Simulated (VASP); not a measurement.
Runs of VASP 6.6.1 on SrMg3O4. The structure is that of space group P4/mmm (No. 123), or close to it. The cells are those of the table. 

```tsv
task	cell	k mesh	cutoff (eV)	smearing	gap on the mesh (eV)	pressure (GPa)	largest force (eV/Å)
single point	a = 3.259, b = 3.259, c = 8.875 Å, 8 atoms	8 × 8 × 4	520	gaussian 0.02 eV	2.17	0.2	0.04
relaxation of cell and atoms	relaxed from a = 3.301, b = 3.301, c = 8.980 Å, 8 atoms	8 × 8 × 4	600	gaussian 0.02 eV	2.17	0.0	-
single point	a = 3.259, b = 3.259, c = 8.875 Å, 8 atoms	8 × 8 × 4	520	gaussian 0.05 eV	2.17	0.2	0.04
single point	a = 3.301, b = 3.301, c = 8.980 Å, 8 atoms	6 × 6 × 2	520	gaussian 0.1 eV	2.07	(a)	0.12
```

Alike in all rows: level PBEsol; potentials or basis VASP PAW PBE potentials, release 64 (Sr_sv, Mg, O); no spin polarisation.

Q: Estimate the missing entries.

A: (a) -4.3.

Caveats: the PAW data sets were made with another functional, which shifts forces and pressure a little.

A k mesh can miss the band edges, and the runs leave out spin-orbit coupling on Sr.
